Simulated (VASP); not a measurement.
Set up this calculation in VASP 6.6.1, as the native input.

| Item | Value |
| --- | --- |
| Task | single point |
| Functional | PBE |
| Potentials or basis | VASP PAW PBE potentials, release 64 (Hf_pv, Pd, Se, Br, O) |
| Cutoff | 520 eV |
| k mesh | 6 × 6 × 3 |
| Occupations | fermi-dirac, width 0.05 eV |
| Spin | no spin polarisation |
| Hubbard terms | Hf d U = 8.0 eV, Pd d U = 8.0 eV |
| Dipole correction | no |
| Further INCAR settings | ALGO = Normal; EDIFF = 1e-06; NBANDS = 53 |

The structure of Hf2Pd2Se2Br2O3 lies in POSCAR:

```
Hf2Pd2Se2Br2O3
1.0
    5.7589900000      0.0000000000      0.0000000000
   -2.8794900000      4.9874300000      0.0000000000
    0.0000000000      0.0000000000      8.5254700000
Hf Pd Se Br O
2 2 2 2 3
Direct
    0.3333300000      0.6666700000      0.5420100000
    0.6666700000      0.3333300000      0.5420100000
    0.3333300000      0.6666700000      0.1288000000
    0.6666700000      0.3333300000      0.1288000000
    0.3333300000      0.6666700000      0.8557200000
    0.6666700000      0.3333300000      0.8557200000
    0.0000000000      0.0000000000      0.1389500000
    0.0000000000      0.0000000000      0.6538400000
    0.5000000000      0.0000000000      0.4296300000
    0.0000000000      0.5000000000      0.4296300000
    0.5000000000      0.5000000000      0.4296300000
```

One way to write it, as run:

INCAR

```
PREC = Accurate ; ENCUT = 520
EDIFF = 1E-6 ; ISMEAR = -1
SIGMA = 0.05 ; LREAL = F
LASPH = T ; NELM = 150
ALGO = Normal ; ISIF = 2
LWAVE = F ; LCHARG = F
LMAXMIX = 4 ; LDAU = T
LDAUTYPE = 2 ; LDAUL = 2 2 -1 -1 -1
LDAUU = 8 8 0 0 0 ; LDAUJ = 0 0 0 0 0
LDAUPRINT = 1 ; GGA = PE
NBANDS = 53
```

KPOINTS

```
regular mesh
0
Gamma
  6 6 3
```

Potentials or basis: VASP PAW PBE potentials, release 64 (Hf_pv, Pd, Se, Br, O).

Run with:

```sh
$ cat potpaw_PBE.64/Hf_pv/POTCAR potpaw_PBE.64/Pd/POTCAR potpaw_PBE.64/Se/POTCAR potpaw_PBE.64/Br/POTCAR potpaw_PBE.64/O/POTCAR > POTCAR
$ mpirun -np 1 vasp_std > vasp.out
```

It gave:

```
Pressure               : 5.7 GPa
Largest force          : 1.598 eV/Å
Band gap on the k mesh : zero (bands 42 and 43 overlap by 0.16 eV)
```

Caveat: the cell stands under pressure; spin-orbit coupling is left out, which moves the levels of the heavy elements; U without spin polarisation on a metal has little footing; forces of over 1 eV/Å act on the atoms, so gaps and moduli don't describe the material at rest.

Run time: 24 min on 1 thread of Intel Xeon 8259CL (shared host), peak memory 0.62 GiB.
